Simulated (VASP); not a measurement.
Wanted: the native input for a VASP 6.6.1 run.

* Task: single point
* Functional: PBE
* Potentials or basis: VASP PAW PBE potentials, release 64 (Cu, Au)
* Cutoff: 520 eV
* k mesh: 18 × 18 × 14
* Occupations: gaussian, width 0.15 eV
* Spin: no spin polarisation
* Dipole correction: no
* Further INCAR settings: ALGO = Fast; EDIFF = 1e-07; NBANDS = 18

The structure of CuAu lies in POSCAR:

```
CuAu
1.0
    2.6600000000      0.0000000000      0.0000000000
    0.0000000000      2.6600000000      0.0000000000
    0.0000000000      0.0000000000      3.7617500000
Cu Au
1 1
Direct
    0.5000000000      0.5000000000      0.5000000000
    0.0000000000      0.0000000000      0.0000000000
```

This cell differs from its parent crystal: strain -0.050 along x and y, +0.025 along z.

The input as run:

INCAR

```
PREC = Accurate
ENCUT = 520
EDIFF = 1E-7
ISMEAR = 0
SIGMA = 0.15
LREAL = F
LASPH = T
NELM = 60
ALGO = Fast
ISIF = 2
LWAVE = F
LCHARG = T
GGA = PE
LELF = T
LVHAR = T
NBANDS = 18
```

KPOINTS

```
Automatic mesh
0
Gamma
  18 18 14
```

Potentials or basis: VASP PAW PBE potentials, release 64 (Cu, Au).

The run is started by

```bash
$ cat potpaw_PBE.64/Cu/POTCAR potpaw_PBE.64/Au/POTCAR > POTCAR
$ mpirun -np 1 vasp_std > vasp.out
```

Results of the run:

* Pressure: 24.6 GPa
* Band gap on the k mesh: zero (band 11 reaches 15.97 eV, above the bottom of band 12 at 8.09 eV)

Caveat: the cell differs from its parent crystal (strain -0.050 along x and y, +0.025 along z); spin-orbit coupling is left out, which moves the levels of the heavy elements.

Wall time 82 s on 1 thread of Intel(R) Xeon(R) 6975P-C (Granite Rapids), on a shared host, peak memory 0.32 GiB.
